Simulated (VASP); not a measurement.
# Br (Cmce) in VASP: notebook

Runs on Br. Level: PBEsol. Tasks: single point.

Everything below comes from runs of VASP 6.6.1. Logs are shortened: lines on timing, memory, paths and dates and some standing lists are left out, and cuts for length are marked.

## Step 1: The cell of the first run

The structure is orthorhombic, space group Cmce (No. 64). The conventional cell has a = 5.293 Å, b = 3.494 Å, c = 7.864 Å, α = 90.00°, β = 90.00°, γ = 90.00°. Within 3.1 Å of Br (site symmetry m) lie 4 Br at 2.38 to 2.87 Å.

## Step 2: Single point, PBEsol

Input file INCAR:

```
ALGO     = Normal         # electronic algorithm
EDIFF    = 1E-7           # SCF threshold, eV
ENCUT    = 520            # plane-wave cutoff, eV
GGA      = PS             # functional
ISIF     = 2              # what is computed and relaxed
ISMEAR   = -1             # smearing method
LASPH    = True           # aspherical terms in the spheres
LCHARG   = True           # write CHGCAR
LELF     = True           # ELF
LREAL    = False          # projectors in reciprocal space
LVHAR    = True         
LWAVE    = False          # write WAVECAR
NBANDS   = 22             # bands
NELM     = 100            # most SCF steps
PREC     = Accurate       # precision mode
SIGMA    = 0.05           # smearing width, eV
```

Input file KPOINTS:

```
k-points
0
Gamma
  7 7 3
```

Input file POSCAR:

```
Br
1.0
    2.6466112030     -1.7469359764      0.0000000000
    2.6466112030      1.7469359764      0.0000000000
    0.0000000000      0.0000000000      7.8644873359
Br
4
Direct
    0.3036226465      0.6963773535      0.3766876363
    0.1963773535      0.8036226465      0.8766876363
    0.6963773535      0.3036226465      0.6233123637
    0.8036226465      0.1963773535      0.1233123637
```

Potentials or basis: VASP PAW PBE potentials, release 64 (Br).

The run is started by

```bash
$ cat potpaw_PBE.64/Br/POTCAR > POTCAR
$ mpirun -np 1 vasp_std > vasp.out
```

OUTCAR:

```text
EDIFF = 1E-7
   ENCUT = 520
   GGA = PS
   ISIF = 2
   ISMEAR = -1
   LASPH = True
   LREAL = False
   NELM = 100
   PREC = Accurate

 ion  position               nearest neighbor table
   1  0.304  0.696  0.377-   3 2.38   4 2.65   4 2.65
   2  0.196  0.804  0.877-   4 2.38   3 2.65   3 2.65
   3  0.696  0.304  0.623-   1 2.38   2 2.65   2 2.65
   4  0.804  0.196  0.123-   2 2.38   1 2.65   1 2.65

  LATTYP: Found a base centered orthorhombic cell.
 ALAT       =     3.4938719528
 B/A-ratio  =     1.5150018311
 C/A-ratio  =     2.2509374820

  Lattice vectors:

 A1 = (  -2.6466112030,  -1.7469359764,   0.0000000000)
 A2 = (   2.6466112030,  -1.7469359764,   0.0000000000)
 A3 = (   0.0000000000,   0.0000000000,   7.8644873359)

Analysis of symmetry for initial positions (statically):
=====================================================================
 Subroutine PRICEL returns:
 Original cell was already a primitive cell.

 Routine SETGRP: Setting up the symmetry group for a
 base centered orthorhombic supercell.

 Subroutine GETGRP returns: Found  8 space group operations
 (whereof  4 operations were pure point group operations)
 out of a pool of  8 trial point group operations.

The static configuration has the point symmetry C_2h.
 The point group associated with its full space group is D_2h.

Analysis of symmetry for dynamics (positions and initial velocities):
=====================================================================
 Subroutine PRICEL returns:
 Original cell was already a primitive cell.

 Routine SETGRP: Setting up the symmetry group for a
 base centered orthorhombic supercell.

 Subroutine GETGRP returns: Found  8 space group operations
 (whereof  4 operations were pure point group operations)
 out of a pool of  8 trial point group operations.

The dynamic configuration has the point symmetry C_2h.
 The point group associated with its full space group is D_2h.

 Subroutine INISYM returns: Found  8 space group operations
 (whereof  4 operations are pure point group operations),
 and found     1 'primitive' translations

----------------------------------------------------------------------------------------

                                     Primitive cell

  volume of cell :      72.7223

  direct lattice vectors                    reciprocal lattice vectors
     2.646611203 -1.746935976  0.000000000     0.188920836 -0.286215412  0.000000000
     2.646611203  1.746935976  0.000000000     0.188920836  0.286215412  0.000000000
     0.000000000  0.000000000  7.864487336     0.000000000  0.000000000  0.127153870

  length of vectors
     3.171172680  3.171172680  7.864487336     0.342943646  0.342943646  0.127153870

  position of ions in fractional coordinates (direct lattice)
     0.303622647  0.696377353  0.376687636
     0.196377353  0.803622647  0.876687636
     0.696377353  0.303622647  0.623312364
     0.803622647  0.196377353  0.123312364

  ion indices of the primitive-cell ions
   primitive index   ion index
                 1           1
                 2           2
                 3           3
                 4           4

----------------------------------------------------------------------------------------

 KPOINTS: k-points

Automatic generation of k-mesh.
 Grid dimensions read from file:
 generate k-points for:    7    7    3

 Generating k-lattice:

  Cartesian coordinates                     Fractional coordinates (reciprocal lattice)
     0.026988691 -0.040887916  0.000000000     0.142857143 -0.000000000  0.000000000
     0.026988691  0.040887916  0.000000000    -0.000000000  0.142857143  0.000000000
     0.000000000  0.000000000  0.042384623     0.000000000  0.000000000  0.333333333

  Length of vectors
     0.048991949  0.048991949  0.042384623

  Shift w.r.t. Gamma in fractional coordinates (k-lattice)
     0.000000000  0.000000000  0.000000000

 Subroutine IBZKPT returns following result:
 ===========================================

 Found     32 irreducible k-points:

 Following reciprocal coordinates:
            Coordinates               Weight
  0.000000  0.000000  0.000000      1.000000
  0.142857  0.000000  0.000000      4.000000
  0.285714  0.000000  0.000000      4.000000
  0.428571  0.000000  0.000000      4.000000
  0.142857  0.142857  0.000000      2.000000
  0.285714  0.142857  0.000000      4.000000
[... 16 lines left out ...]
  0.428571  0.142857  0.333333      8.000000
 -0.428571  0.142857  0.333333      8.000000
 [... further k-points ...]
   k-points           NKPTS =     32   k-points in BZ     NKDIM =     32   number of bands    NBANDS=     22
   number of dos      NEDOS =    301   number of ions     NIONS =      4
   total plane-waves  NPLWV =  34560
   dimension x,y,z NGX =    24 NGY =   24 NGZ =   60
   dimension x,y,z NGXF=    48 NGYF=   48 NGZF=  120
   ions per type =               4
   NGX,Y,Z   is equivalent  to a cutoff of  12.58, 12.58, 12.68 a.u.
   NGXF,Y,Z  is equivalent  to a cutoff of  25.16, 25.16, 25.37 a.u.
 SYSTEM =  unknown system
   PREC   = accura    normal or accurate (medium, high low for compatibility)
   ISTART =      0    job   : 0-new  1-cont  2-samecut
   ICHARG =      2    charge: 1-file 2-atom 10-const
   ISPIN  =      1    spin polarized calculation?
   LNONCOLLINEAR =      F non collinear calculations
   LSORBIT =      F    spin-orbit coupling
   LASPH  =      T    aspherical Exc in radial PAW
   ENCUT  =  520.0 eV  38.22 Ry    6.18 a.u.   5.90  5.90 14.62*2*pi/ulx,y,z
   NELM   =    100;   NELMIN=  2; NELMDL= -5     # of ELM steps
   EDIFF  = 0.1E-06   stopping-criterion for ELM
   LREAL  =      F    real-space projection
   EDIFFG = 0.1E-05   stopping-criterion for IOM
   NSW    =      0    number of steps for IOM
   IBRION =     -1    ionic relax: 0-MD 1-quasi-New 2-CG
   NFREE  =      0    steps in history (QN), initial steepest desc. (CG)
   ISIF   =      2    stress and relaxation
   ISYM   =      2    0-nonsym 1-usesym 2-fastsym
   POTIM  = 0.5000    time-step for ionic-motion
   TEBEG  =    0.0;   TEEND  =   0.0 temperature during run
   PSTRESS=    0.0 pullay stress
   NELECT =      28.0000    total number of electrons
   NUPDOWN=      -1.0000    fix difference up-down
   EMIN   =  10.00;   EMAX   =-10.00  energy-range for DOS
   EFERMI =   0.00;   METHOD = LEGACY
   ISMEAR =    -1;   SIGMA  =   0.05  broadening in eV -4-tet -1-fermi 0-gaus
   EFERMI_NEDOS =   21; number of points for ismear=-14 and -15
   IALGO  =     38    algorithm
   IMIX   =      4    mixing-type and parameters
     AMIX     =   0.40;   BMIX     =  1.00
     AMIX_MAG =   1.60;   BMIX_MAG =  1.00
  volume/ion in A,a.u.               =      18.18       122.69
  Fermi-wavevector in a.u.,A,eV,Ry     =   1.190981  2.250629 19.299004  1.418437
  Thomas-Fermi vector in A             =   2.327054
   LORBIT       =      0    0 simple, 1 ext, 2 COOP (PROOUT), +10 PAW based schemes
   GGA     = PS    functional components
   LHFCALC =     F    Hartree Fock is set to
   AEXX    =    0.0000 exact exchange contribution
   IVDW    =     0    specifies the selected vdW correction
   LEPSILON=     F    determine dielectric tensor
   LRPA    =     F    only Hartree local field effects (RPA)
 non-spin polarized calculation
  energy-cutoff  :      520.00
  volume of cell :       72.72
 maximum number of plane-waves:      1984
   NGX = 11   NGY = 11   NGZ = 29

 number of electron      27.9999992 magnetization

 Free energy of the ion-electron system (eV)
  ---------------------------------------------------
  ext. energy  EPLUGINS =         0.00000000
  ---------------------------------------------------
  free energy    TOTEN  =        -4.89797271 eV

  energy without entropy =       -4.89664002  energy(sigma->0) =       -4.89730636

 E-fermi :   6.5851     XC(G=0): -11.2055

 val. band max:        6.3904228555   @ k =  -0.2857   0.1429   0.3333
 cond. band min:       6.7407700640   @ k =   0.4286   0.4286   0.3333
 fundamental gap:      0.3503472084
 Fermi energy:         6.5851164410

 k-point     1 :       0.0000    0.0000    0.0000
  band No.  band energies     occupation
      1     -12.6780      2.00000
      2     -10.9285      2.00000
      3     -10.3937      2.00000
      4      -6.8269      2.00000
      5      -1.3909      2.00000
      6       2.2726      2.00000
[... 14 lines left out ...]
     21      15.2909      0.00000
     22      15.7302      0.00000

 k-point     2 :       0.1429    0.0000    0.0000
  band No.  band energies     occupation
      1     -12.4187      2.00000
      2     -10.7342      2.00000
      3     -10.1774      2.00000
      4      -6.9493      2.00000
      5      -1.1787      2.00000
      6       1.7567      2.00000
[... 14 lines left out ...]
     21      15.3597      0.00000
     22      15.7189      0.00000

 k-point     3 :       0.2857    0.0000    0.0000
  band No.  band energies     occupation
      1     -11.6818      2.00000
      2     -10.2580      2.00000
      3      -9.6040      2.00000
      4      -7.4479      2.00000
      5      -1.0718      2.00000
      6      -0.2876      2.00000
[... 14 lines left out ...]
     21      16.3368      0.00000
     22      17.9454      0.00000

 k-point     4 :       0.4286    0.0000    0.0000
  band No.  band energies     occupation
      1     -10.6502      2.00000
      2      -9.9767      2.00000
      3      -8.9319      2.00000
      4      -8.2866      2.00000
      5      -1.9542      2.00000
      6      -1.8095      2.00000
[... 14 lines left out ...]
     21      17.2108      0.00000
     22      17.4630      0.00000

 k-point     5 :       0.1429    0.1429    0.0000
  band No.  band energies     occupation
      1     -12.4105      2.00000
      2     -10.6947      2.00000
      3     -10.1484      2.00000
      4      -6.7262      2.00000
      5      -1.1540      2.00000
      6       1.9097      2.00000
[... 14 lines left out ...]
     21      15.6874      0.00000
     22      15.9491      0.00000

 k-point     6 :       0.2857    0.1429    0.0000
  band No.  band energies     occupation
      1     -11.9190      2.00000
      2     -10.3198      2.00000
      3      -9.7334      2.00000
      4      -6.8585      2.00000
      5      -0.8173      2.00000
      6       1.1130      2.00000
[... 14 lines left out ...]
     21      15.9792      0.00000
     22      16.0868      0.00000

 k-point     7 :       0.4286    0.1429    0.0000
  band No.  band energies     occupation
      1     -11.0604      2.00000
      2      -9.8691      2.00000
      3      -9.1155      2.00000
      4      -7.5874      2.00000
      5      -1.2958      2.00000
      6      -0.9236      2.00000
[... 324 lines left out ...]
      6      -1.0345      2.00000
[... 14 lines left out ...]
     21      17.8614      0.00000
     22      18.4025      0.00000

 k-point    21 :       0.1429    0.1429    0.3333
  band No.  band energies     occupation
      1     -12.1870      2.00000
      2     -11.5309      2.00000
      3      -8.9866      2.00000
      4      -7.5129      2.00000
      5      -0.2596      2.00000
      6       1.3524      2.00000
[... 14 lines left out ...]
     21      15.7171      0.00000
     22      16.3866      0.00000

 k-point    22 :       0.2857    0.1429    0.3333
  band No.  band energies     occupation
      1     -11.7048      2.00000
      2     -11.0812      2.00000
      3      -8.7058      2.00000
      4      -7.4559      2.00000
      5      -0.5605      2.00000
      6       0.1693      2.00000
[... 14 lines left out ...]
     21      15.6410      0.00000
     22      16.4749      0.00000

 k-point    23 :       0.4286    0.1429    0.3333
  band No.  band energies     occupation
      1     -10.8796      2.00000
      2     -10.3750      2.00000
      3      -8.5202      2.00000
      4      -7.8461      2.00000
      5      -1.4126      2.00000
      6      -0.7080      2.00000
[... 14 lines left out ...]
     21      15.7738      0.00000
     22      16.7400      0.00000

 k-point    24 :      -0.4286    0.1429    0.3333
  band No.  band energies     occupation
      1     -10.1352      2.00000
      2     -10.0636      2.00000
      3      -8.6029      2.00000
      4      -8.5408      2.00000
      5      -1.4303      2.00000
      6      -1.2776      2.00000
[... 14 lines left out ...]
     21      17.4281      0.00000
     22      17.6833      0.00000

 [... further k-points ...]
[... 5 lines left out ...]
  --------------------------------------------------------------------------------------
  -------------------------------------------------------------------------------------
  Total       13.6608157     13.6955997     13.7302971      0.0000000     -0.0000000      0.0000000
  in kB      300.9675462    301.7338874    302.4983204      0.0000000     -0.0000000      0.0000000
  external PRESSURE =     301.7332513 kB  Pullay stress =       0.0000000 kB

 VOLUME and BASIS-vectors are now :
 -----------------------------------------------------------------------------
  energy-cutoff  :      520.00
  volume of cell :       72.72
      direct lattice vectors                 reciprocal lattice vectors
     2.646611203 -1.746935976  0.000000000     0.188920836 -0.286215412  0.000000000
     2.646611203  1.746935976  0.000000000     0.188920836  0.286215412  0.000000000
     0.000000000  0.000000000  7.864487336     0.000000000  0.000000000  0.127153870

 POSITION                                       TOTAL-FORCE (eV/Angst)
 -----------------------------------------------------------------------------------
      2.64661      0.68612      2.96246         0.000000      0.008238     -0.004946
      2.64661      1.06082      6.89470         0.000000     -0.008238     -0.004946
      2.64661     -0.68612      4.90203         0.000000     -0.008238      0.004946
      2.64661     -1.06082      0.96979         0.000000      0.008238      0.004946
 -----------------------------------------------------------------------------------
    total drift:                                0.000000      0.000000     -0.000000

  FREE ENERGIE OF THE ION-ELECTRON SYSTEM (eV)
  ---------------------------------------------------
  free  energy   TOTEN  =        -4.8979727068 eV

  energy  without entropy=       -4.8966400161  energy(sigma->0) =       -4.89730636
```

It took 33 s on 1 thread of Intel Xeon 6975P-C, shared host; peak memory 0.19 GiB.

Results:

```yaml
Free_energy: -4.8980 eV
Pressure: 30.2 GPa
Largest_force: 0.010 eV/Å
Band_gap_on_the_k_mesh: 0.35 eV, indirect (least direct gap 1.11 eV)
```

Forces on the atoms (eV/Å):
```
Br   0.000  0.008 -0.005
Br   0.000 -0.008 -0.005
Br   0.000 -0.008  0.005
Br   0.000  0.008  0.005
```

Levels at points of the mesh, in eV from the valence-band top:
| k point | band 10 | band 11 | band 12 | band 13 | band 14 | band 15 | band 16 | band 17 | band 18 | band 19 |
| --- | --- | --- | --- | --- | --- | --- | --- | --- | --- | --- |
| (0.00, 0.00, 0.00) | -1.67 | -0.70 | -0.50 | -0.15 | -0.07 | 1.85 | 2.86 | 4.56 | 7.51 | 7.55 |

Caveat: the PAW data sets were made with another functional, which shifts forces and pressure a little. A k mesh can miss the band edges.

[end of part 1 of 2]
